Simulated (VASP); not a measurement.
Crystal: YF7.

```
CELL_PARAMETERS angstrom
0.00000 3.76580 3.76580
3.76580 0.00000 3.76580
3.76580 3.76580 0.00000
ATOMIC_POSITIONS crystal
Y 0.00000 0.00000 0.00000
F 0.50000 0.50000 0.50000
F 0.00000 0.00000 0.50000
F 0.50000 0.00000 0.50000
F 0.00000 0.50000 0.50000
F 0.50000 0.50000 0.00000
F 0.00000 0.50000 0.00000
F 0.50000 0.00000 0.00000
```

| Property | Result |
| --- | --- |
| Program | VASP 6.6.1 |
| Task | relaxation of cell and atoms |
| Functional | PBE |
| Potentials or basis | VASP PAW PBE potentials, release 64 (Y_sv, F) |
| Cutoff | 600 eV |
| k mesh | 4 × 4 × 4 |
| Occupations | gaussian, width 0.1 eV |
| Spin | collinear spin, ferromagnetic start |
| Starting moments | [0.0, 1.0, 1.0, 1.0, 1.0, 1.0, 1.0, 1.0] μB |

At the start: pressure -11.9 GPa; volume 13.35 Å³/atom.

**Question.** Where does the relaxation end?

**Answer.** Over 4 steps the energy falls by 121.9 meV/atom and the volume is 10.70 Å³/atom (-19.8 %); space group Fm-3m (No. 225, to 0.05 Å); moment 4.00 μB per cell.

Step by step:
```
step  energy change (eV)  largest force (eV/Å)  pressure (GPa)  volume (Å³)
   1              0.0000                0.0000          -11.91       106.81
   2             -0.8529                0.0000           -5.66        92.18
   3             -0.9739                0.0000           -0.69        86.34
   4             -0.9750                0.0000            0.15        85.61
```

Final structure:
```cif
data_structure
_symmetry_space_group_name_H-M 'P 1'
_symmetry_Int_Tables_number 1
_cell_length_a 4.9470
_cell_length_b 4.9470
_cell_length_c 4.9470
_cell_angle_alpha 60.000
_cell_angle_beta 60.000
_cell_angle_gamma 60.000
_cell_volume 85.61
loop_
_atom_site_label
_atom_site_type_symbol
_atom_site_fract_x
_atom_site_fract_y
_atom_site_fract_z
_atom_site_occupancy
Y1 Y 0.00000 0.00000 0.00000 1
F1 F 0.50000 0.50000 0.50000 1
F2 F 0.00000 0.00000 0.50000 1
F3 F 0.50000 0.00000 0.50000 1
F4 F 0.00000 0.50000 0.50000 1
F5 F 0.50000 0.50000 0.00000 1
F6 F 0.00000 0.50000 0.00000 1
F7 F 0.50000 0.00000 0.00000 1
```

Caveat: the k points lie up to 0.39 Å⁻¹ apart in the final cell; the volume moved by over 15 % at a fixed basis, so the end points are rough.
